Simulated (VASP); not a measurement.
Here is a VASP 6.6.1 calculation.

Contents of INCAR:

```
PREC = Accurate
ENCUT = 520
EDIFF = 1E-7
ISMEAR = 0
SIGMA = 0.1
LREAL = F
LASPH = T
NELM = 60
ALGO = Normal
ISIF = 2
LWAVE = F
LCHARG = F
GGA = PE
NBANDS = 22
```

The input KPOINTS:

```
regular mesh
0
Gamma
  4 4 4
```

Contents of POSCAR:

```
Si5F
1.0
    0.0000000000      3.4906717000      3.4906717000
    3.4906717000      0.0000000000      3.4906717000
    3.4906717000      3.4906717000      0.0000000000
Si F
5 1
Direct
    0.1250000000      0.6250000000      0.6250000000
    0.6250000000      0.6250000000      0.6250000000
    0.6250000000      0.1250000000      0.6250000000
    0.6250000000      0.6250000000      0.1250000000
    0.2500000000      0.2500000000      0.2500000000
    0.0000000000      0.0000000000      0.0000000000
```

Potentials or basis: VASP PAW PBE potentials, release 64 (Si, F).

Run with:

```sh
$ cat potpaw_PBE.64/Si/POTCAR potpaw_PBE.64/F/POTCAR > POTCAR
$ mpirun -np 1 vasp_std > vasp.out
```

**Question.** Estimate the pressure.

**Answer.** 6.1 GPa.

Caveat: the k points lie up to 0.39 Å⁻¹ apart; an odd number of electrons without spin polarisation forces a metal; a magnetic or distorted state may lie lower.
